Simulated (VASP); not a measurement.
A run of VASP 6.6.1 is set up as follows.

INCAR

```
SYSTEM = PtS2
PREC = Accurate ; ENCUT = 520
EDIFF = 1E-6 ; ISMEAR = 0
SIGMA = 0.05 ; LREAL = .False.
LASPH = .True. ; NELM = 60
ALGO = Normal ; ISIF = 2
LWAVE = .False. ; LCHARG = .False.
GGA = PS ; NBANDS = 18
```

Contents of KPOINTS:

```
Automatic mesh
0
Gamma
  12 12 8
  0 0 0
```

File POSCAR:

```
PtS2
1.0
    3.7203594496      0.0000000000      0.0000000000
   -1.8601797248      3.2219257945      0.0000000000
    0.0000000000      0.0000000000      4.7868600000
Pt S
1 2
Direct
    0.0000000000      0.0000000000      0.0000000000
    0.3333333333      0.6666666667      0.2500000000
    0.6666666667      0.3333333333      0.7500000000
```

Potentials or basis: VASP PAW PBE potentials, release 64 (Pt, S).

Command:

```bash
$ cat potpaw_PBE.64/Pt/POTCAR potpaw_PBE.64/S/POTCAR > POTCAR
$ mpirun -np 1 vasp_std > vasp.out
```

Question: What does it give for the pressure?

Answer: -11.6 GPa.

Question: Estimate the largest force.

Answer: 0.791 eV/Å.

Forces in eV/Å, atoms in the order of the input:
```
Pt   0.000  0.000  0.000
S    0.000  0.000 -0.791
S    0.000  0.000  0.791
```

Caveat: the cell differs from its parent crystal (strain +0.050 along x and y, -0.050 along z); the PAW data sets were made with another functional, which shifts forces and pressure a little.
